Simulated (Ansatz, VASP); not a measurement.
## Nb in VASP and in Ansatz

```
Nb
1.0
     0.00000    2.10080    2.10080
     2.10080    0.00000    2.10080
     2.10080    2.10080    0.00000
Nb
1
Cartesian
  0.0000 0.0000 0.0000
```

Change from the starting cell: volume scaled by 0.98.

Alike in both runs: task single point; functional b88 exchange, pbe correlation; k mesh 11 × 11 × 11; occupations gaussian, width 0.15 eV; collinear spin.

|  | VASP | Ansatz |
| --- | --- | --- |
| version | VASP 6.6.1 | Ansatz 0.2.0 |
| potentials or method | VASP PAW PBE potentials, release 64 (Nb_sv), cutoff 500 eV | all-electron LAPW, scalar-relativistic |

|  | VASP | Ansatz | Ansatz less VASP |
| --- | --- | --- | --- |
| gap on the k mesh at the Fermi level (eV) | none | none | - |
| pressure (GPa) | 0.8 | 1.1 | +0.33 |
| net moment per atom (μB) | 0.00 | 0.00 | 0.000 |

VASP's potentials were made for PBE, not for b88 exchange, pbe correlation. A gap of «none» marks a metal or a gap that the smearing closes. Ansatz ran all-electron here, and VASP with PAW potentials.
